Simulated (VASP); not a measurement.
A run of VASP 6.6.1 is set up as follows.

Contents of POSCAR:

```
ScH
1.0
   -1.6376328517      1.6376328517      2.3401288342
    1.6376328517     -1.6376328517      2.3401288342
    1.6376328517      1.6376328517     -2.3401288342
Sc H
1 1
Direct
    0.0000000000      0.0000000000      0.0000000000
    0.5000000000      0.5000000000      0.0000000000
```

INCAR.step1

```
SYSTEM = ScH
PREC     = Accurate       ! precision mode
ENCUT    = 600            ! plane-wave cutoff, eV
ISMEAR   = 0              ! smearing method
SIGMA    = 0.1            ! smearing width, eV
LREAL    = .FALSE.        ! projectors in reciprocal space
LASPH    = .TRUE.         ! aspherical terms in the spheres
NELM     = 100            ! most SCF steps
GGA      = PE             ! functional
ALGO     = Normal         ! electronic algorithm
EDIFF    = 1E-4           ! SCF threshold, eV
LWAVE    = .TRUE.         ! write WAVECAR
LCHARG   = .FALSE.        ! write CHGCAR
```

Contents of INCAR.step2:

```
SYSTEM = ScH
PREC     = Accurate       ! precision mode
ENCUT    = 600            ! plane-wave cutoff, eV
EDIFF    = 1E-6           ! SCF threshold, eV
ISMEAR   = 0              ! smearing method
SIGMA    = 0.1            ! smearing width, eV
LREAL    = .FALSE.        ! projectors in reciprocal space
LASPH    = .TRUE.         ! aspherical terms in the spheres
NELM     = 100            ! most SCF steps
ALGO     = Normal         ! electronic algorithm
ISIF     = 3              ! what is computed and relaxed
LWAVE    = .FALSE.        ! write WAVECAR
LCHARG   = .FALSE.        ! write CHGCAR
METAGGA  = R2SCAN         ! meta-GGA
LMIXTAU  = .TRUE.       
IBRION   = 2              ! ionic algorithm
NSW      = 90             ! ionic steps
EDIFFG   = -0.0325        ! ionic threshold
ISTART   = 1
```

The input KPOINTS:

```
Automatic mesh
0
G
  8 8 8
  0 0 0
```

Potentials or basis: VASP PAW PBE potentials, release 64 (Sc_sv, H).

The run is started by

```sh
$ cat potpaw_PBE.64/Sc_sv/POTCAR potpaw_PBE.64/H/POTCAR > POTCAR
$ cp INCAR.step1 INCAR
$ mpirun -np 1 vasp_std > vasp.out
$ cp INCAR.step2 INCAR
$ mpirun -np 1 vasp_std > vasp.out
```

(1) What does it give for the relaxed cell?

(2) Predict the relaxed volume.

Results:

(1) a = 3.306 Å, b = 3.306 Å, c = 3.306 Å, α = 123.90°, β = 123.90°, γ = 83.36°.

(2) 11.93 Å³/atom.

Caveat: the PAW data sets were made with another functional, which shifts forces and pressure a little.
